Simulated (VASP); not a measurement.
# CsLi3P2 (P6/mmm) in VASP: a series of runs

CsLi3P2 is run at these levels: PBE; tasks: single point, relaxation of cell and atoms.

All numbers are computed with VASP 6.6.1; they aren't measurements. Logs are shortened: lines on timing, memory, paths and dates and some standing lists are left out, and cuts for length are marked.

## Step 1: The cell of the first run

Symmetry: P6/mmm, No. 191, hexagonal system. The conventional cell has a = 7.881 Å, b = 7.881 Å, c = 3.315 Å, α = 90.00°, β = 90.00°, γ = 120.00°. Cs (site symmetry 6/mmm) has 2 Cs at 3.32 Å and 12 Li at 4.27 Å within 4.4 Å. Li (site symmetry mmm) has 2 P at 2.27 Å within 3.0 Å. P (site symmetry -6m2) has 3 Li at 2.27 Å within 3.0 Å.

## Step 2: Single point, PBE

Contents of INCAR:

```
SYSTEM = CsLi3P2
  ALGO = Normal
  EDIFF = 1E-7
  ENCUT = 520
  GGA = PE
  ISIF = 2
  ISMEAR = 0
  LASPH = .True.
  LCHARG = .True.
  LELF = .True.
  LREAL = .False.
  LVHAR = .True.
  LWAVE = .False.
  NBANDS = 23
  NELM = 100
  PREC = Accurate
  SIGMA = 0.1
```

Contents of KPOINTS:

```
k-points
0
Gamma
  6 6 12
  0 0 0
```

Contents of POSCAR:

```
CsLi3P2
1.0
    7.8806674628      0.0000000000      0.0000000000
   -3.9403337314      6.8248582216      0.0000000000
    0.0000000000      0.0000000000      3.3151951319
Cs Li P
1 3 2
Direct
    0.0000000000      0.0000000000      0.0000000000
    0.5000000000      0.0000000000      0.5000000000
    0.0000000000      0.5000000000      0.5000000000
    0.5000000000      0.5000000000      0.5000000000
    0.3333333333      0.6666666667      0.5000000000
    0.6666666667      0.3333333333      0.5000000000
```

Potentials or basis: VASP PAW PBE potentials, release 64 (Cs_sv, Li_sv, P).

Run with:

```
> cat potpaw_PBE.64/Cs_sv/POTCAR potpaw_PBE.64/Li_sv/POTCAR potpaw_PBE.64/P/POTCAR > POTCAR
> mpirun -np 1 vasp_std > vasp.out
```

OUTCAR:

```text
SYSTEM = CsLi3P2
   EDIFF = 1E-7
   ENCUT = 520
   GGA = PE
   ISIF = 2
   ISMEAR = 0
   LASPH = .True.
   LREAL = .False.
   NELM = 100
   PREC = Accurate

 ion  position               nearest neighbor table
   1  0.000  0.000  0.000-
   2  0.500  0.000  0.500-   5 2.27   6 2.27
   3  0.000  0.500  0.500-   5 2.27   6 2.27
   4  0.500  0.500  0.500-   5 2.27   6 2.27
   5  0.333  0.667  0.500-   3 2.27   2 2.27   4 2.27
   6  0.667  0.333  0.500-   3 2.27   2 2.27   4 2.27

  LATTYP: Found a hexagonal cell.
 ALAT       =     7.8806674628
 C/A-ratio  =     0.4206744096

  Lattice vectors:

 A1 = (   7.8806674628,   0.0000000000,   0.0000000000)
 A2 = (  -3.9403337314,   6.8248582216,   0.0000000000)
 A3 = (   0.0000000000,   0.0000000000,   3.3151951319)

Analysis of symmetry for initial positions (statically):
=====================================================================
 Subroutine PRICEL returns:
 Original cell was already a primitive cell.

 Routine SETGRP: Setting up the symmetry group for a
 hexagonal supercell.

 Subroutine GETGRP returns: Found 24 space group operations
 (whereof 24 operations were pure point group operations)
 out of a pool of 24 trial point group operations.

The static configuration has the point symmetry D_6h.

Analysis of symmetry for dynamics (positions and initial velocities):
=====================================================================
 Subroutine PRICEL returns:
 Original cell was already a primitive cell.

 Routine SETGRP: Setting up the symmetry group for a
 hexagonal supercell.

 Subroutine GETGRP returns: Found 24 space group operations
 (whereof 24 operations were pure point group operations)
 out of a pool of 24 trial point group operations.

The dynamic configuration has the point symmetry D_6h.

 Subroutine INISYM returns: Found 24 space group operations
 (whereof 24 operations are pure point group operations),
 and found     1 'primitive' translations

----------------------------------------------------------------------------------------

                                     Primitive cell

  volume of cell :     178.3059

  direct lattice vectors                    reciprocal lattice vectors
     7.880667463  0.000000000  0.000000000     0.126892805  0.073261595  0.000000000
    -3.940333731  6.824858222  0.000000000     0.000000000  0.146523190  0.000000000
     0.000000000  0.000000000  3.315195132     0.000000000  0.000000000  0.301641370

  length of vectors
     7.880667463  7.880667463  3.315195132     0.146523190  0.146523190  0.301641370

  position of ions in fractional coordinates (direct lattice)
     0.000000000  0.000000000  0.000000000
     0.500000000  0.000000000  0.500000000
     0.000000000  0.500000000  0.500000000
     0.500000000  0.500000000  0.500000000
     0.333333333  0.666666667  0.500000000
     0.666666667  0.333333333  0.500000000

  ion indices of the primitive-cell ions
   primitive index   ion index
                 1           1
                 2           2
                 3           3
                 4           4
                 5           5
                 6           6

----------------------------------------------------------------------------------------

 KPOINTS: k-points

Automatic generation of k-mesh.
 Grid dimensions read from file:
 generate k-points for:    6    6   12

 Generating k-lattice:

  Cartesian coordinates                     Fractional coordinates (reciprocal lattice)
     0.021148801  0.012210266  0.000000000     0.166666667  0.000000000  0.000000000
     0.000000000  0.024420532  0.000000000     0.000000000  0.166666667  0.000000000
     0.000000000  0.000000000  0.025136781     0.000000000  0.000000000  0.083333333

  Length of vectors
     0.024420532  0.024420532  0.025136781

  Shift w.r.t. Gamma in fractional coordinates (k-lattice)
     0.000000000  0.000000000  0.000000000

 Subroutine IBZKPT returns following result:
 ===========================================

 Found     49 irreducible k-points:

 Following reciprocal coordinates:
            Coordinates               Weight
  0.000000  0.000000  0.000000      1.000000
  0.166667  0.000000  0.000000      6.000000
  0.333333  0.000000  0.000000      6.000000
  0.500000 -0.000000  0.000000      3.000000
  0.166667  0.166667  0.000000      6.000000
  0.333333  0.166667  0.000000     12.000000
[... 16 lines left out ...]
  0.166667  0.000000  0.250000     12.000000
  0.333333  0.000000  0.250000     12.000000
 [... further k-points ...]
   k-points           NKPTS =     49   k-points in BZ     NKDIM =     49   number of bands    NBANDS=     23
   number of dos      NEDOS =    301   number of ions     NIONS =      6
   total plane-waves  NPLWV = 100800
   dimension x,y,z NGX =    60 NGY =   60 NGZ =   28
   dimension x,y,z NGXF=   120 NGYF=  120 NGZF=   56
   ions per type =               1   3   2
   NGX,Y,Z   is equivalent  to a cutoff of  12.66, 12.66, 14.04 a.u.
   NGXF,Y,Z  is equivalent  to a cutoff of  25.31, 25.31, 28.08 a.u.
 SYSTEM =  CsLi3P2
   PREC   = accura    normal or accurate (medium, high low for compatibility)
   ISTART =      0    job   : 0-new  1-cont  2-samecut
   ICHARG =      2    charge: 1-file 2-atom 10-const
   ISPIN  =      1    spin polarized calculation?
   LNONCOLLINEAR =      F non collinear calculations
   LSORBIT =      F    spin-orbit coupling
   LASPH  =      T    aspherical Exc in radial PAW
   ENCUT  =  520.0 eV  38.22 Ry    6.18 a.u.  14.65 14.65  6.16*2*pi/ulx,y,z
   NELM   =    100;   NELMIN=  2; NELMDL= -5     # of ELM steps
   EDIFF  = 0.1E-06   stopping-criterion for ELM
   LREAL  =      F    real-space projection
   EDIFFG = 0.1E-05   stopping-criterion for IOM
   NSW    =      0    number of steps for IOM
   IBRION =     -1    ionic relax: 0-MD 1-quasi-New 2-CG
   NFREE  =      0    steps in history (QN), initial steepest desc. (CG)
   ISIF   =      2    stress and relaxation
   ISYM   =      2    0-nonsym 1-usesym 2-fastsym
   POTIM  = 0.5000    time-step for ionic-motion
   TEBEG  =    0.0;   TEEND  =   0.0 temperature during run
   PSTRESS=    0.0 pullay stress
   NELECT =      28.0000    total number of electrons
   NUPDOWN=      -1.0000    fix difference up-down
   EMIN   =  10.00;   EMAX   =-10.00  energy-range for DOS
   EFERMI =   0.00;   METHOD = LEGACY
   ISMEAR =     0;   SIGMA  =   0.10  broadening in eV -4-tet -1-fermi 0-gaus
   EFERMI_NEDOS =   21; number of points for ismear=-14 and -15
   IALGO  =     38    algorithm
   IMIX   =      4    mixing-type and parameters
     AMIX     =   0.40;   BMIX     =  1.00
     AMIX_MAG =   1.60;   BMIX_MAG =  1.00
  volume/ion in A,a.u.               =      29.72       200.54
  Fermi-wavevector in a.u.,A,eV,Ry     =   0.883227  1.669057 10.613764  0.780090
  Thomas-Fermi vector in A             =   2.003965
   LORBIT       =      0    0 simple, 1 ext, 2 COOP (PROOUT), +10 PAW based schemes
   GGA     = PE    functional components
   LHFCALC =     F    Hartree Fock is set to
   AEXX    =    0.0000 exact exchange contribution
   IVDW    =     0    specifies the selected vdW correction
   LEPSILON=     F    determine dielectric tensor
   LRPA    =     F    only Hartree local field effects (RPA)
 non-spin polarized calculation
 Gauss-broadening in eV      SIGMA  =   0.10
  energy-cutoff  :      520.00
  volume of cell :      178.31
 maximum number of plane-waves:      4860
 NGX is ok and might be reduce to    60
   NGX = 29   NGY = 29   NGZ = 13

 number of electron      28.0000012 magnetization

 Free energy of the ion-electron system (eV)
  ---------------------------------------------------
  ext. energy  EPLUGINS =         0.00000000
  ---------------------------------------------------
  free energy    TOTEN  =       -17.44606030 eV

  energy without entropy =      -17.43691487  energy(sigma->0) =      -17.44148759

 E-fermi :   1.0731     XC(G=0):  -7.2326

 val. band max:        1.0404930830   @ k =   0.3333   0.3333   0.2500
 cond. band min:       1.1188364054   @ k =   0.5000  -0.0000   0.2500
 fundamental gap:      0.0783433224
 Fermi energy:         1.0731490876

 k-point     1 :       0.0000    0.0000    0.0000
  band No.  band energies     occupation
      1     -44.0459      2.00000
      2     -44.0451      2.00000
      3     -44.0451      2.00000
      4     -22.9368      2.00000
      5      -9.5863      2.00000
      6      -9.5863      2.00000
[... 15 lines left out ...]
     22       6.8992      0.00000
     23       7.4282      0.00000

 k-point     2 :       0.1667    0.0000    0.0000
  band No.  band energies     occupation
      1     -44.0458      2.00000
      2     -44.0451      2.00000
      3     -44.0451      2.00000
      4     -22.9368      2.00000
      5      -9.5886      2.00000
      6      -9.5864      2.00000
[... 15 lines left out ...]
     22       6.5171      0.00000
     23       7.2752      0.00000

 k-point     3 :       0.3333    0.0000    0.0000
  band No.  band energies     occupation
      1     -44.0457      2.00000
      2     -44.0453      2.00000
      3     -44.0451      2.00000
      4     -22.9368      2.00000
      5      -9.5932      2.00000
      6      -9.5866      2.00000
[... 15 lines left out ...]
     22       6.6189      0.00000
     23       7.2499      0.00000
[... 495 lines left out ...]
 k-point    23 :       0.1667    0.0000    0.2500
  band No.  band energies     occupation
      1     -44.0447      2.00000
      2     -44.0440      2.00000
      3     -44.0440      2.00000
      4     -22.6713      2.00000
      5      -9.8487      2.00000
      6      -9.3216      2.00000
[... 15 lines left out ...]
     22       6.0635      0.00000
     23       6.3462      0.00000

 k-point    24 :       0.3333    0.0000    0.2500
  band No.  band energies     occupation
      1     -44.0445      2.00000
      2     -44.0441      2.00000
      3     -44.0440      2.00000
      4     -22.6713      2.00000
      5      -9.8484      2.00000
      6      -9.3244      2.00000
[... 15 lines left out ...]
     22       5.9376      0.00000
     23       6.1905      0.00000

 [... further k-points ...]

------------------------ aborting loop because EDIFF is reached ----------------------------------------

  FORCE on cell =-STRESS in cart. coord.  units (eV):
  Direction    XX          YY          ZZ          XY          YZ          ZX
  --------------------------------------------------------------------------------------
  -------------------------------------------------------------------------------------
  Total        0.0823275      0.0823275      0.0184271      0.0000000      0.0000000      0.0000000
  in kB        0.7397583      0.7397583      0.1655780      0.0000000      0.0000000      0.0000000
  external PRESSURE =       0.5483649 kB  Pullay stress =       0.0000000 kB

 VOLUME and BASIS-vectors are now :
 -----------------------------------------------------------------------------
  energy-cutoff  :      520.00
  volume of cell :      178.31
      direct lattice vectors                 reciprocal lattice vectors
     7.880667463  0.000000000  0.000000000     0.126892805  0.073261595  0.000000000
    -3.940333731  6.824858222  0.000000000     0.000000000  0.146523190  0.000000000
     0.000000000  0.000000000  3.315195132     0.000000000  0.000000000  0.301641370

 POSITION                                       TOTAL-FORCE (eV/Angst)
 -----------------------------------------------------------------------------------
      0.00000      0.00000      0.00000         0.000000      0.000000      0.000000
      3.94033      0.00000      1.65760         0.000000      0.000000      0.000000
     -1.97017      3.41243      1.65760         0.000000      0.000000      0.000000
      1.97017      3.41243      1.65760         0.000000      0.000000      0.000000
     -0.00000      4.54991      1.65760        -0.000000      0.000000      0.000000
      3.94033      2.27495      1.65760         0.000000      0.000000     -0.000000
 -----------------------------------------------------------------------------------
    total drift:                                0.000000      0.000000      0.000000

  FREE ENERGIE OF THE ION-ELECTRON SYSTEM (eV)
  ---------------------------------------------------
  free  energy   TOTEN  =       -17.4460603040 eV

  energy  without entropy=      -17.4369148695  energy(sigma->0) =      -17.44148759
```

Run time: 9.8 min. Hardware: 1 thread of AMD EPYC 7R43 (Zen 3), shared host; peak memory 0.37 GiB.

Results:

```yaml
Free_energy: -17.4461 eV
Band_gap_on_the_k_mesh: zero (band 14 reaches 2.86 eV, above the bottom of band 15 at 0.44 eV)
```

Levels at points of the mesh, in eV from the Fermi level:
```
           k point  band 12  band 13  band 14  band 15  band 16  band 17
(0.00, 0.00, 0.00)    -1.41    -1.41     0.77     1.88     2.60     2.90
(0.50, 0.00, 0.00)    -1.24    -1.23     1.46     2.00     2.51     2.59
(0.00, 0.00, 0.50)    -0.49    -0.49    -0.03    -0.03     1.60     1.60
(0.50, 0.00, 0.50)    -0.43    -0.34    -0.17    -0.13     1.49     1.82
```

Caveat: the cutoff is under 1.25 times the usual one of these potentials, so pressure, stress and relaxed cells hold a basis-set (Pulay) error; spin-orbit coupling is left out, which moves the levels of the heavy elements.

## Step 3: Relaxation of cell and atoms, PBE

This run uses another cell than the first one, of 29.29 Å³/atom, 0.986 times its volume.

Contents of INCAR:

```
PREC = Accurate
ENCUT = 600
EDIFF = 1E-6
ISMEAR = 0
SIGMA = 0.1
LREAL = F
LASPH = T
NELM = 100
ALGO = Normal
ISIF = 3
LWAVE = F
LCHARG = F
GGA = PE
IBRION = 2
NSW = 100
EDIFFG = -0.01
```

Contents of KPOINTS:

```
regular mesh
0
Gamma
  6 6 12
```

POSCAR, as its differences from that of step 2:

```diff
@@ -2,5 +2,5 @@
 1.0
-    7.8806674628      0.0000000000      0.0000000000
-   -3.9403337314      6.8248582216      0.0000000000
-    0.0000000000      0.0000000000      3.3151951319
+    7.8845372581      0.0000000000      0.0000000000
+   -3.9422686290      6.8282095626      0.0000000000
+    0.0000000000      0.0000000000      3.2645280891
 Cs Li P
```

Potentials or basis: VASP PAW PBE potentials, release 64 (Cs_sv, Li_sv, P).

Run with:

```
> cat potpaw_PBE.64/Cs_sv/POTCAR potpaw_PBE.64/Li_sv/POTCAR potpaw_PBE.64/P/POTCAR > POTCAR
> mpirun -np 1 vasp_std > vasp.out
```

It took 11 min on 1 thread of AMD EPYC 7R43 (Zen 3), shared host; peak memory 0.44 GiB.

Results (log left out):

```yaml
Free_energy: -17.4458 eV
Relaxed_volume: 29.77 Å³/atom
Relaxed_cell: a = 7.887 Å, b = 7.887 Å, c = 3.316 Å, α = 90.00°, β = 90.00°, γ = 120.00°
Space_group_after_relaxing_to_0.05_Å: P6/mmm (No. 191)
Energy_gained_by_relaxing: 0.9 meV/atom
Ionic_steps: 4
Pressure_after_relaxing: 0.0 GPa
Band_gap_on_the_k_mesh: zero (band 14 reaches 2.85 eV, above the bottom of band 15 at 0.44 eV)
```

Step by step:
```csv
step,energy change (eV),largest force (eV/Å),pressure (GPa),volume (Å³)
1,0.0000,0.0000,0.19,175.75
2,-0.0032,0.0000,0.14,176.62
3,-0.0052,0.0000,0.07,178.12
4,-0.0054,0.0000,0.01,178.63
```

Final structure:
```xyz
6
Lattice="7.8866 0.0000 0.0000 -3.9433 6.8300 0.0000 0.0000 0.0000 3.3163" Properties=species:S:1:pos:R:3 pbc="T T T"
Cs    7.8866    0.0000    0.0000
Li    3.9433    0.0000    1.6581
Li    5.9149    3.4150    1.6581
Li    1.9716    3.4150    1.6581
P     0.0000    4.5533    1.6581
P     3.9433    2.2767    1.6581
```

Levels at points of the mesh, in eV from the Fermi level:
```tsv
k point	band 10	band 11	band 12	band 13	band 14	band 15	band 16	band 17	band 18
(0.00, 0.00, 0.00)	-1.62	-1.62	-1.40	-1.40	0.76	1.87	2.60	2.89	3.10
(0.50, 0.00, 0.00)	-1.94	-1.70	-1.24	-1.23	1.45	2.00	2.50	2.59	2.69
(0.00, 0.00, 0.50)	-2.33	-1.64	-0.49	-0.49	-0.03	-0.03	1.59	1.59	2.57
(0.50, 0.00, 0.50)	-2.10	-1.91	-0.43	-0.34	-0.17	-0.13	1.48	1.81	2.78
```

Caveat: the cutoff is under 1.25 times the usual one of these potentials, so pressure, stress and relaxed cells hold a basis-set (Pulay) error; spin-orbit coupling is left out, which moves the levels of the heavy elements.

[end of part 1 of 2]
